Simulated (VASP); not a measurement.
# Si2B2C (P-3m1) in VASP: a series of runs

Si2B2C is run at these levels: PBE; tasks: relaxation of cell and atoms.

Program: VASP 6.6.1. These are calculated values, not measurements. Logs are shortened: lines on timing, memory, paths and dates and some standing lists are left out, and cuts for length are marked.

## Step 1: The cell of the first run

Symmetry: P-3m1, No. 164, trigonal system. The conventional cell has a = 3.998 Å, b = 3.998 Å, c = 4.103 Å, α = 90.00°, β = 90.00°, γ = 120.00°. Si (site symmetry 3m) has 5 B at 2.03 to 2.42 Å and 3 C at 2.40 Å and 3 Si at 2.67 Å within 2.7 Å. B (site symmetry 3m) has 5 Si at 2.03 to 2.42 Å and 3 B at 2.64 Å and 3 C at 2.70 Å within 2.8 Å. C (site symmetry -3m) has 6 Si at 2.40 Å and 6 B at 2.70 Å within 3.2 Å.

The cell was built from a structure type or drawn by symmetry, and may not be a known phase.

## Step 2: Relaxation of cell and atoms, PBE

Contents of INCAR:

```
SYSTEM = Si2B2C
PREC = Accurate ; ENCUT = 910
EDIFF = 1E-7 ; ISMEAR = 0
SIGMA = 0.1 ; LREAL = .FALSE.
LASPH = .TRUE. ; NELM = 120
ALGO = Normal ; ISIF = 3
LWAVE = .FALSE. ; LCHARG = .FALSE.
GGA = PE ; IBRION = 2
NSW = 90 ; EDIFFG = -0.04
GGA_COMPAT = .FALSE. ; NELMIN = 4
```

Contents of KPOINTS:

```
regular mesh
0
G
  6 6 4
  0 0 0
```

Contents of POSCAR:

```
Si2B2C
1.0
    3.9976192800      0.0000000000      0.0000000000
   -1.9988096400      3.4620398500      0.0000000000
    0.0000000000      0.0000000000      4.1034373400
Si B C
2 2 1
Direct
    0.3333333300      0.6666666700      0.8368567900
    0.6666666700      0.3333333300      0.1631432100
    0.3333333300      0.6666666700      0.3425976500
    0.6666666700      0.3333333300      0.6574023500
    0.0000000000      0.0000000000      0.0000000000
```

Potentials or basis: VASP PAW PBE potentials, release 64 (Si, B_h, C_h).

Run with:

```bash
cat potpaw_PBE.64/Si/POTCAR potpaw_PBE.64/B_h/POTCAR potpaw_PBE.64/C_h/POTCAR > POTCAR
mpirun -np 1 vasp_std > vasp.out
```

OUTCAR:

```text
SYSTEM = Si2B2C
   PREC = Accurate
   ENCUT = 910
   EDIFF = 1E-7
   ISMEAR = 0
   LREAL = .FALSE.
   LASPH = .TRUE.
   NELM = 120
   ISIF = 3
   GGA = PE
   IBRION = 2
   NSW = 90
   EDIFFG = -0.04
   NELMIN = 4

 ion  position               nearest neighbor table
   1  0.333  0.667  0.837-   3 2.03   3 2.08   2 2.67   2 2.67   2 2.67
   2  0.667  0.333  0.163-   4 2.03   4 2.08   1 2.67   1 2.67   1 2.67
   3  0.333  0.667  0.343-   1 2.03   1 2.08
   4  0.667  0.333  0.657-   2 2.03   2 2.08
   5  0.000  0.000  0.000-

  LATTYP: Found a hexagonal cell.
 ALAT       =     3.9976192800
 C/A-ratio  =     1.0264702696

  Lattice vectors:

 A1 = (   3.9976192800,   0.0000000000,   0.0000000000)
 A2 = (  -1.9988096400,   3.4620398500,   0.0000000000)
 A3 = (   0.0000000000,   0.0000000000,   4.1034373400)

Analysis of symmetry for initial positions (statically):
=====================================================================
 Subroutine PRICEL returns:
 Original cell was already a primitive cell.

 Routine SETGRP: Setting up the symmetry group for a
 hexagonal supercell.

 Subroutine GETGRP returns: Found 12 space group operations
 (whereof 12 operations were pure point group operations)
 out of a pool of 24 trial point group operations.

The static configuration has the point symmetry D_3d.

Analysis of symmetry for dynamics (positions and initial velocities):
=====================================================================
 Subroutine PRICEL returns:
 Original cell was already a primitive cell.

 Routine SETGRP: Setting up the symmetry group for a
 hexagonal supercell.

 Subroutine GETGRP returns: Found 12 space group operations
 (whereof 12 operations were pure point group operations)
 out of a pool of 24 trial point group operations.

The dynamic configuration has the point symmetry D_3d.

 Subroutine INISYM returns: Found 12 space group operations
 (whereof 12 operations are pure point group operations),
 and found     1 'primitive' translations

----------------------------------------------------------------------------------------

                                     Primitive cell

  volume of cell :      56.7912

  direct lattice vectors                    reciprocal lattice vectors
     3.997619280  0.000000000  0.000000000     0.250148884  0.144423525  0.000000000
    -1.998809640  3.462039850  0.000000000     0.000000000  0.288847051  0.000000000
     0.000000000  0.000000000  4.103437340     0.000000000  0.000000000  0.243698128

  length of vectors
     3.997619280  3.997619279  4.103437340     0.288847051  0.288847051  0.243698128

  position of ions in fractional coordinates (direct lattice)
     0.333333330  0.666666670  0.836856790
     0.666666670  0.333333330  0.163143210
     0.333333330  0.666666670  0.342597650
     0.666666670  0.333333330  0.657402350
     0.000000000  0.000000000  0.000000000

  ion indices of the primitive-cell ions
   primitive index   ion index
                 1           1
                 2           2
                 3           3
                 4           4
                 5           5

----------------------------------------------------------------------------------------

 KPOINTS: regular mesh

Automatic generation of k-mesh.
 Grid dimensions read from file:
 generate k-points for:    6    6    4

 Generating k-lattice:

  Cartesian coordinates                     Fractional coordinates (reciprocal lattice)
     0.041691481  0.024070588  0.000000000     0.166666667  0.000000000  0.000000000
     0.000000000  0.048141175  0.000000000     0.000000000  0.166666667  0.000000000
     0.000000000  0.000000000  0.060924532     0.000000000  0.000000000  0.250000000

  Length of vectors
     0.048141175  0.048141175  0.060924532

  Shift w.r.t. Gamma in fractional coordinates (k-lattice)
     0.000000000  0.000000000  0.000000000

 Subroutine IBZKPT returns following result:
 ===========================================

 Found     24 irreducible k-points:

 Following reciprocal coordinates:
            Coordinates               Weight
  0.000000  0.000000  0.000000      1.000000
  0.166667  0.000000  0.000000      6.000000
  0.333333  0.000000  0.000000      6.000000
  0.500000  0.000000  0.000000      3.000000
  0.166667  0.166667  0.000000      6.000000
  0.333333  0.166667  0.000000     12.000000
[... 16 lines left out ...]
  0.333333  0.166667  0.500000     12.000000
  0.333333  0.333333  0.500000      2.000000
   k-points           NKPTS =     24   k-points in BZ     NKDIM =     24   number of bands    NBANDS=     13
   number of dos      NEDOS =    301   number of ions     NIONS =      5
   total plane-waves  NPLWV =  64000
   dimension x,y,z NGX =    40 NGY =   40 NGZ =   40
   dimension x,y,z NGXF=    80 NGYF=   80 NGZF=   80
   ions per type =               2   2   1
   NGX,Y,Z   is equivalent  to a cutoff of  16.63, 16.63, 16.21 a.u.
   NGXF,Y,Z  is equivalent  to a cutoff of  33.27, 33.27, 32.41 a.u.
 SYSTEM =  Si2B2C
   PREC   = accura    normal or accurate (medium, high low for compatibility)
   ISTART =      0    job   : 0-new  1-cont  2-samecut
   ICHARG =      2    charge: 1-file 2-atom 10-const
   ISPIN  =      1    spin polarized calculation?
   LNONCOLLINEAR =      F non collinear calculations
   LSORBIT =      F    spin-orbit coupling
   LASPH  =      T    aspherical Exc in radial PAW
   ENCUT  =  910.0 eV  66.88 Ry    8.18 a.u.   9.83  9.83 10.09*2*pi/ulx,y,z
   NELM   =    120;   NELMIN=  4; NELMDL= -5     # of ELM steps
   EDIFF  = 0.1E-06   stopping-criterion for ELM
   LREAL  =      F    real-space projection
   EDIFFG = -.4E-01   stopping-criterion for IOM
   NSW    =     90    number of steps for IOM
   IBRION =      2    ionic relax: 0-MD 1-quasi-New 2-CG
   NFREE  =      1    steps in history (QN), initial steepest desc. (CG)
   ISIF   =      3    stress and relaxation
   ISYM   =      2    0-nonsym 1-usesym 2-fastsym
   POTIM  = 0.5000    time-step for ionic-motion
   TEBEG  =    0.0;   TEEND  =   0.0 temperature during run
   PSTRESS=    0.0 pullay stress
   NELECT =      18.0000    total number of electrons
   NUPDOWN=      -1.0000    fix difference up-down
   EMIN   =  10.00;   EMAX   =-10.00  energy-range for DOS
   EFERMI =   0.00;   METHOD = LEGACY
   ISMEAR =     0;   SIGMA  =   0.10  broadening in eV -4-tet -1-fermi 0-gaus
   EFERMI_NEDOS =   21; number of points for ismear=-14 and -15
   IALGO  =     38    algorithm
   IMIX   =      4    mixing-type and parameters
     AMIX     =   0.40;   BMIX     =  1.00
     AMIX_MAG =   1.60;   BMIX_MAG =  1.00
  volume/ion in A,a.u.               =      11.36        76.65
  Fermi-wavevector in a.u.,A,eV,Ry     =   1.116191  2.109295 16.951262  1.245883
  Thomas-Fermi vector in A             =   2.252803
   LORBIT       =      0    0 simple, 1 ext, 2 COOP (PROOUT), +10 PAW based schemes
   GGA     = PE    functional components
   LHFCALC =     F    Hartree Fock is set to
   AEXX    =    0.0000 exact exchange contribution
   IVDW    =     0    specifies the selected vdW correction
   LEPSILON=     F    determine dielectric tensor
   LRPA    =     F    only Hartree local field effects (RPA)
 conjugate gradient relaxation of ions
 non-spin polarized calculation
 Gauss-broadening in eV      SIGMA  =   0.10
  energy-cutoff  :      910.00
  volume of cell :       56.79
 maximum number of plane-waves:      3564
 NGX is ok and might be reduce to    40
   NGX = 19   NGY = 19   NGZ = 21

--------------------------------------- Ionic step        1  -------------------------------------------

 number of electron      18.0000000 magnetization

 Free energy of the ion-electron system (eV)
  ---------------------------------------------------
  ext. energy  EPLUGINS =         0.00000000
  ---------------------------------------------------
  free energy    TOTEN  =       -25.22183777 eV

  energy without entropy =      -25.20368933  energy(sigma->0) =      -25.21276355

------------------------ aborting loop because EDIFF is reached ----------------------------------------

  FORCE on cell =-STRESS in cart. coord.  units (eV):
  Direction    XX          YY          ZZ          XY          YZ          ZX
  --------------------------------------------------------------------------------------
  -------------------------------------------------------------------------------------
  Total       -4.6967361     -4.6967361     -2.1701224      0.0000000     -0.0000000      0.0000000
  in kB     -132.5029171   -132.5029170    -61.2228454      0.0000000     -0.0000000      0.0000000
  external PRESSURE =    -108.7428932 kB  Pullay stress =       0.0000000 kB
[... 98 lines left out ...]
  FREE ENERGIE OF THE ION-ELECTRON SYSTEM (eV)
  ---------------------------------------------------
  free  energy   TOTEN  =       -25.5186836834 eV

  energy  without entropy=      -25.5104605100  energy(sigma->0) =      -25.51457210

 E-fermi :   9.8837     XC(G=0): -11.6443

 val. band max:        9.8688011619   @ k =   0.1667   0.0000   0.5000
 cond. band min:       9.8878757590   @ k =   0.3333   0.0000   0.0000
 fundamental gap:      0.0190745971
 Fermi energy:         9.8837268072

 k-point     1 :       0.0000    0.0000    0.0000
  band No.  band energies     occupation
      1      -6.2905      2.00000
      2      -2.0717      2.00000
      3      -0.8787      2.00000
      4       6.8057      2.00000
      5       6.8057      2.00000
      6       8.1671      2.00000
      7       8.1671      2.00000
      8       8.7952      2.00000
      9       9.7701      1.89198
     10      11.2726      0.00000
     11      12.4337      0.00000
     12      12.4337      0.00000
     13      12.9283      0.00000
[... 353 lines left out ...]
 k-point    24 :       0.3333    0.3333    0.5000
  band No.  band energies     occupation
      1      -1.1455      2.00000
      2      -1.1455      2.00000
      3      -1.0625      2.00000
      4       1.3983      2.00000
      5       1.3983      2.00000
      6       1.8650      2.00000
      7       7.7260      2.00000
      8       7.7260      2.00000
      9       8.6048      2.00000
     10      10.7055      0.00000
     11      12.0019      0.00000
     12      12.0019      0.00000
     13      15.5888      0.00000

[... ionic steps 4 to 48 ...]

--------------------------------------- Ionic step       49  -------------------------------------------

 number of electron      18.0000001 magnetization

------------------------ aborting loop because EDIFF is reached ----------------------------------------

  FORCE on cell =-STRESS in cart. coord.  units (eV):
  Direction    XX          YY          ZZ          XY          YZ          ZX
  --------------------------------------------------------------------------------------
  -------------------------------------------------------------------------------------
  Total       -0.1408217     -0.1408217      0.3036150      0.0000000     -0.0000000      0.0000000
  in kB       -5.1515186     -5.1515186     11.1067988      0.0000000     -0.0000000      0.0000000
  external PRESSURE =       0.2679205 kB  Pullay stress =       0.0000000 kB
[... 63 lines left out ...]
  energy  without entropy=      -31.1987813842  energy(sigma->0) =      -31.20165227

--------------------------------------- Ionic step       51  -------------------------------------------

 number of electron      18.0000001 magnetization

 Free energy of the ion-electron system (eV)
  ---------------------------------------------------
  ext. energy  EPLUGINS =         0.00000000
  ---------------------------------------------------
  free energy    TOTEN  =       -31.20503234 eV

  energy without entropy =      -31.19929010  energy(sigma->0) =      -31.20216122

 E-fermi :  11.7429     XC(G=0): -12.1362

 val. band max:       11.6989275703   @ k =   0.5000   0.0000   0.0000
 cond. band min:      11.7642959818   @ k =   0.3333   0.0000   0.5000
 fundamental gap:      0.0653684115
 Fermi energy:        11.7428991047

 k-point     1 :       0.0000    0.0000    0.0000
  band No.  band energies     occupation
      1      -6.0986      2.00000
      2      -2.2027      2.00000
      3      -1.0396      2.00000
      4       7.7329      2.00000
      5       9.5423      2.00000
      6       9.5423      2.00000
      7      10.5557      2.00000
      8      10.5557      2.00000
      9      11.3663      2.00000
     10      16.0131      0.00000
     11      16.7432      0.00000
     12      17.2185      0.00000
     13      17.2185      0.00000
[... 398 lines left out ...]
  FREE ENERGIE OF THE ION-ELECTRON SYSTEM (eV)
  ---------------------------------------------------
  free  energy   TOTEN  =       -31.2050323382 eV

  energy  without entropy=      -31.1992900990  energy(sigma->0) =      -31.20216122

 reached required accuracy - stopping structural energy minimisation
```

Wall time 7.7 min (1 thread of Intel Xeon 6975P-C (Granite Rapids), shared host); peak memory 0.28 GiB.

Results:

* Free energy: -31.2050 eV
* Relaxed volume: 8.77 Å³/atom
* Relaxed cell: a = 2.979 Å, b = 2.979 Å, c = 5.708 Å, α = 90.00°, β = 90.00°, γ = 120.00°
* Space group after relaxing (to 0.1 Å): P-3m1 (No. 164)
* Energy gained by relaxing: 1196.6 meV/atom
* Ionic steps: 51
* Pressure after relaxing: -0.3 GPa
* Largest force after relaxing: 0.031 eV/Å
* Band gap on the k mesh: zero (bands 9 and 10 overlap by 4.75 eV)

Forces on the atoms (eV/Å):
```
Si   0.000  0.000  0.004
Si   0.000  0.000 -0.004
B    0.000  0.000  0.031
B    0.000  0.000 -0.031
C    0.000  0.000  0.000
```

The path:
| step | energy change (eV) | largest force (eV/Å) | pressure (GPa) | volume (Å³) |
| --- | --- | --- | --- | --- |
| 1 | 0.0000 | 0.3100 | -10.87 | 56.79 |
| 3 | -0.2968 | 0.3755 | 3.19 | 49.80 |
| 5 | -0.0233 | 4.3184 | 44.98 | 41.28 |
| 7 | -0.6245 | 0.5685 | 14.44 | 45.69 |
| 9 | -0.7913 | 0.4080 | -2.73 | 50.56 |
| 11 | -0.7948 | 0.2913 | -1.05 | 49.87 |
| 13 | -0.8072 | 0.2120 | -0.28 | 49.67 |
| 15 | -0.8076 | 1.0835 | 1.79 | 49.42 |
| 17 | -0.8163 | 0.5937 | 0.97 | 49.54 |
| 19 | -0.8402 | 0.8687 | 1.20 | 49.50 |
| 21 | -1.0506 | 2.1272 | 1.45 | 49.29 |
| 23 | -1.3475 | 6.8586 | 7.10 | 48.76 |
| 25 | -1.3946 | 5.6110 | 5.43 | 48.88 |
| 27 | -1.4004 | 5.9262 | 5.73 | 48.87 |
| 29 | -1.4013 | 6.1454 | 5.95 | 48.86 |
| 31 | -1.4182 | 6.1434 | 5.86 | 48.86 |
| 33 | -1.4941 | 6.1339 | 5.44 | 48.87 |
| 35 | -1.7905 | 6.0972 | 3.70 | 48.92 |
| 37 | -2.8734 | 5.9749 | -3.04 | 49.01 |
| 39 | -4.6272 | 4.9407 | -10.55 | 47.78 |
| 41 | -5.0598 | 4.6295 | -12.18 | 47.69 |
| 43 | -5.8182 | 1.5638 | -8.82 | 45.20 |
| 45 | -5.9492 | 0.6113 | 3.34 | 42.91 |
| 47 | -5.9671 | 0.4294 | 2.06 | 43.24 |
| 49 | -5.9816 | 0.1454 | 0.03 | 43.80 |
| 51 | -5.9832 | 0.0315 | -0.25 | 43.87 |

Final structure:
```
CELL_PARAMETERS angstrom
2.97910 0.00000 0.00000
-1.48955 2.57997 0.00000
0.00000 0.00000 5.70757
ATOMIC_POSITIONS crystal
Si 0.33333 0.66667 0.79999
Si 0.66667 0.33333 0.20001
B 0.33333 0.66667 0.45532
B 0.66667 0.33333 0.54468
C 0.00000 0.00000 0.00000
```

Caveat: the k points lie up to 0.41 Å⁻¹ apart in the final cell, too coarse for converged energies and pressures of a metal; the cutoff is under 1.25 times the usual one of these potentials, so pressure, stress and relaxed cells hold a basis-set (Pulay) error; the volume moved by over 15 % at a fixed basis, so the end points are rough.

## Step 3: Relaxation of cell and atoms, PBE

This run uses another cell than the first one, of 10.71 Å³/atom.

Contents of INCAR:

```
ALGO = Normal
EDIFF = 1E-6
EDIFFG = -0.01
ENCUT = 600
GGA = PE
IBRION = 2
ISIF = 3
ISMEAR = 0
LASPH = T
LCHARG = F
LREAL = F
LWAVE = F
NELM = 60
NSW = 100
PREC = Accurate
SIGMA = 0.1
```

Contents of KPOINTS:

```
k-points
0
Gamma
  12 12 8
```

Contents of POSCAR:

```
Si2B2C
1.0
    3.4107117574      0.0000000000      0.0000000000
   -1.7053558787      2.9537630269      0.0000000000
    0.0000000000      0.0000000000      5.3176931517
Si B C
2 2 1
Direct
    0.3333333333      0.6666666667      0.6927113034
    0.6666666667      0.3333333333      0.3072886966
    0.3333333333      0.6666666667      0.2510487376
    0.6666666667      0.3333333333      0.7489512624
    0.0000000000      0.0000000000      0.0000000000
```

Potentials or basis: VASP PAW PBE potentials, release 64 (Si, B, C).

Run with:

```bash
cat potpaw_PBE.64/Si/POTCAR potpaw_PBE.64/B/POTCAR potpaw_PBE.64/C/POTCAR > POTCAR
mpirun -np 1 vasp_std > vasp.out
```

Wall time 3.8 min (1 thread of Intel Xeon Platinum 8259CL at 2.50GHz (Skylake/Cascade Lake), shared host); peak memory 0.26 GiB.

Results (log left out):

```
Free energy                           : -26.7716 eV
Relaxed volume                        : 10.73 Å³/atom
Relaxed cell                          : a = 3.412 Å, b = 3.412 Å, c = 5.320 Å, α = 90.00°, β = 90.00°, γ = 120.00°
Space group after relaxing (to 0.1 Å) : P-3m1 (No. 164)
Energy gained by relaxing             : 0.4 meV/atom
Ionic steps                           : 6
Pressure after relaxing               : 0.0 GPa
Largest force after relaxing          : 0.010 eV/Å
Band gap on the k mesh                : zero (bands 9 and 10 overlap by 1.08 eV)
```

Forces in eV/Å, atoms in the order of the input:
```
Si   0.000  0.000  0.010
Si   0.000  0.000 -0.010
B    0.000  0.000  0.004
B    0.000  0.000 -0.004
C    0.000  0.000  0.000
```

Stress tensor (GPa, compression positive):
```
-0.04  0.00  0.00
 0.00 -0.04  0.00
 0.00  0.00  0.05
```

The path:
```
step  energy change (eV)  largest force (eV/Å)  pressure (GPa)  volume (Å³)
   1              0.0000                0.1055           -0.07        53.57
   2             -0.0010                0.0672            0.06        53.54
   3             -0.0016                0.0061            0.27        53.48
   4             -0.0017                0.0188           -0.15        53.66
   5             -0.0017                0.0143           -0.02        53.60
   6             -0.0018                0.0100           -0.01        53.63
```

Final structure:
```
Si B C
1.0
     3.41201    0.00000    0.00000
    -1.70601    2.95489    0.00000
     0.00000    0.00000    5.31954
Si B C
2 2 1
Cartesian
  0.0000 1.9699 3.6802
  1.7060 0.9850 1.6394
  0.0000 1.9699 1.3505
  1.7060 0.9850 3.9691
  -1.7060 2.9549 5.3195
```

Levels at points of the mesh, in eV from the Fermi level:
| k point | band 5 | band 6 | band 7 | band 8 | band 9 | band 10 | band 11 | band 12 | band 13 |
| --- | --- | --- | --- | --- | --- | --- | --- | --- | --- |
| (0.00, 0.00, 0.00) | -2.03 | -1.54 | -1.54 | -0.86 | 0.10 | 0.39 | 0.39 | 2.44 | 4.32 |
| (0.50, 0.00, 0.00) | -6.89 | -5.83 | -4.87 | -1.66 | -0.56 | 0.50 | 0.63 | 1.60 | 4.64 |
| (0.00, 0.00, 0.50) | -1.91 | -1.91 | -0.80 | -0.80 | -0.75 | -0.75 | 0.91 | 2.88 | 3.26 |
| (0.50, 0.00, 0.50) | -4.08 | -3.77 | -3.53 | -2.64 | -1.08 | -0.68 | 2.10 | 2.16 | 2.37 |
